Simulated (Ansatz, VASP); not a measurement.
Mg3SiO in VASP and in Ansatz

```xyz
5
Lattice="4.2206 0.0000 0.0000 0.0000 4.2206 0.0000 0.0000 0.0000 4.2206" Properties=species:S:1:pos:R:3 pbc="T T T"
Si    0.0000    0.0000    0.0000
O     2.1103    2.1103    2.1103
Mg    2.1103    2.1103    0.0000
Mg    2.1103    0.0000    2.1103
Mg    0.0000    2.1103    2.1103
```

Alike in both runs: task single point; functional PBE; k mesh 6 × 6 × 6; occupations fermi-dirac, width 0.02 eV; no spin polarisation.

|  | VASP | Ansatz |
| --- | --- | --- |
| version | VASP 6.6.1 | Ansatz 0.2.0 |
| potentials or method | VASP PAW PBE potentials, release 64 (Si, O, Mg) | plane waves, PAW |
| plane-wave cutoff (eV) | 520 | 420 |
| valence electrons in the cell | 16 | 40 |

|  | VASP | Ansatz | Ansatz less VASP |
| --- | --- | --- | --- |
| pressure (GPa) | -0.3 | 0.0 | +0.33 |

VASP's potentials hold 16 valence electrons a cell and Ansatz's 40, so a difference there can come from the potentials and not from the codes.
